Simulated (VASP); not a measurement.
The system is Bi.

```
Bi
1.0
    -1.98143    1.98143    1.98143
     1.98143   -1.98143    1.98143
     1.98143    1.98143   -1.98143
Bi
1
Cartesian
  0.0000 0.0000 0.0000
```

This isn't the form of Bi at room conditions, which is rhombohedral.

```yaml
Program: VASP 6.6.1
Task: relaxation of cell and atoms
Functional: HF
Potentials_or_basis: VASP PAW PBE potentials, release 64 (Bi_d)
Cutoff: 600 eV
k_mesh: 5 × 5 × 5
Occupations: fermi-dirac, width 0.05 eV
Spin: no spin polarisation
```

At the start: pressure 3.2 GPa; volume 31.12 Å³/atom.

How do energy, volume and symmetry change on relaxing?

Over 4 steps the energy falls by 15.8 meV/atom and the volume is 32.68 Å³/atom (+5.0 %); space group Im-3m (No. 229, to 0.1 Å) before and after.

The path:
| step | energy change (eV) | largest force (eV/Å) | pressure (GPa) | volume (Å³) |
| --- | --- | --- | --- | --- |
| 1 | 0.0000 | 0.0000 | 3.19 | 31.12 |
| 2 | -0.0080 | 0.0000 | -1.79 | 33.99 |
| 3 | -0.0158 | 0.0000 | -0.13 | 32.75 |
| 4 | -0.0158 | 0.0000 | -0.01 | 32.68 |

Final structure:
```cif
data_structure
_symmetry_space_group_name_H-M 'P 1'
_symmetry_Int_Tables_number 1
_cell_length_a 3.4885
_cell_length_b 3.4885
_cell_length_c 3.4885
_cell_angle_alpha 109.471
_cell_angle_beta 109.471
_cell_angle_gamma 109.471
_cell_volume 32.68
loop_
_atom_site_label
_atom_site_type_symbol
_atom_site_fract_x
_atom_site_fract_y
_atom_site_fract_z
_atom_site_occupancy
Bi1 Bi 0.00000 0.00000 0.00000 1
```

Caveat: the k points lie up to 0.44 Å⁻¹ apart in the final cell, too coarse for converged energies and pressures of a metal; the PAW data sets were made with another functional, which shifts forces and pressure a little.
